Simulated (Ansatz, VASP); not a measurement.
PN in VASP and in Ansatz

The input INCAR:

```
SYSTEM = PN
PREC     = Accurate       ! precision mode
ENCUT    = 600            ! plane-wave cutoff, eV
EDIFF    = 1E-6           ! SCF threshold, eV
ISMEAR   = 0              ! smearing method
SIGMA    = 0.02           ! smearing width, eV
LREAL    = .False.        ! projectors in reciprocal space
LASPH    = .True.         ! aspherical terms in the spheres
NELM     = 60             ! most SCF steps
ALGO     = Normal         ! electronic algorithm
ISIF     = 3              ! what is computed and relaxed
LWAVE    = .False.        ! write WAVECAR
LCHARG   = .False.        ! write CHGCAR
GGA      = PE             ! functional
IVDW     = 12             ! dispersion correction
IBRION   = 2              ! ionic algorithm
NSW      = 100            ! ionic steps
EDIFFG   = -0.01          ! ionic threshold
```

The input KPOINTS:

```
Automatic mesh
0
Gamma
  12 12 12
  0 0 0
```

File POSCAR:

```
PN
1.0
    0.0000000000      2.1567586826      2.1567586826
    2.1567586826      0.0000000000      2.1567586826
    2.1567586826      2.1567586826      0.0000000000
P N
1 1
Direct
    0.0000000000      0.0000000000      0.0000000000
    0.5000000000      0.5000000000      0.5000000000
```

Input for Ansatz:

```yaml
crystal:
  lattice:
    - [0.0, 2.1567586826, 2.1567586826]
    - [2.1567586826, 0.0, 2.1567586826]
    - [2.1567586826, 2.1567586826, 0.0]
  atoms:
    - { symbol: P, position: [0.0, 0.0, 0.0] }
    - { symbol: "N", position: [0.5, 0.5, 0.5] }
basis:
  ecutwfc: 420
kpoints:
  mp_grid: { grid: [12, 12, 12] }
hamiltonian:
  xc: pbe
  dispersion: d3bj
scf:
  occupations: { method: gaussian, width: 0.02 }
output:
  forces: true
  stress: true
  eigenvalues: true
  write_density: true
  write_potential: true
  elf: true
  volumetric_format: npy
relax:
  adjacent_minimum: "off"
  f_tol: 0.01
  max_steps: 80
  cell: { stress_tol: 0.05 }
```

Alike in both runs: task relaxation of cell and atoms; functional PBE; dispersion D3(BJ); k mesh 12 × 12 × 12; occupations gaussian, width 0.02 eV; no spin polarisation.

|  | VASP | Ansatz |
| --- | --- | --- |
| version | VASP 6.6.1 | Ansatz 0.2.0 |
| potentials or method | VASP PAW PBE potentials, release 64 (P, N), cutoff 600 eV | scalar-relativistic, plane waves, PAW |
| valence electrons in the cell | 10 | 10 |

|  | VASP | Ansatz | Ansatz less VASP |
| --- | --- | --- | --- |
| gap on the k mesh at the Fermi level, each at its own relaxed structure (eV) | 0.19 | 0.19 | -0.004 |
| relaxed volume (Å³/atom) | 10.00 | 10.03 | +0.026 |
| relaxed cell length with the largest relative difference (Å) | 3.047 | 3.050 | +0.0026 |
